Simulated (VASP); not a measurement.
The system is Al.

```
Al
1.0
     2.81246    0.00000    0.00000
    -1.40623    2.43566    0.00000
     0.00000    0.00000    4.86685
Al
2
Direct
  0.66667 0.33333 0.75000
  0.33333 0.66667 0.25000
```

This isn't the form of Al at room conditions, which is fcc.

| Property | Result |
| --- | --- |
| Program | VASP 6.6.1 |
| Task | relaxation of cell and atoms |
| Functional | PBEsol |
| Potentials or basis | VASP PAW PBE potentials, release 64 (Al) |
| Cutoff | 600 eV |
| k mesh | 18 × 18 × 10 |
| Occupations | gaussian, width 0.1 eV |
| Spin | no spin polarisation |

At the start: pressure -1.3 GPa; volume 16.67 Å³/atom.

**Question.** Where does the relaxation end?

**Answer.** Over 9 steps the energy falls by 3.6 meV/atom and the volume is 16.32 Å³/atom (-2.1 %); space group P6_3/mmc (No. 194, to 0.1 Å) before and after.

The path:
```tsv
step	energy change (eV)	largest force (eV/Å)	pressure (GPa)	volume (Å³)
1	0.0000	0.0000	-1.33	33.34
2	-0.0054	0.0000	0.07	32.68
3	-0.0056	0.0000	0.41	32.52
4	-0.0066	0.0000	0.12	32.62
5	-0.0069	0.0000	-0.03	32.67
6	-0.0070	0.0000	-0.30	32.77
7	-0.0070	0.0000	-0.25	32.75
8	-0.0072	0.0000	0.07	32.62
9	-0.0072	0.0000	0.03	32.64
```

Final structure:
```
Al
1.0
     2.82698    0.00000    0.00000
    -1.41349    2.44824    0.00000
     0.00000    0.00000    4.71566
Al
2
Direct
  0.66667 0.33333 0.75000
  0.33333 0.66667 0.25000
```

Caveat: the PAW data sets were made with another functional, which shifts forces and pressure a little.
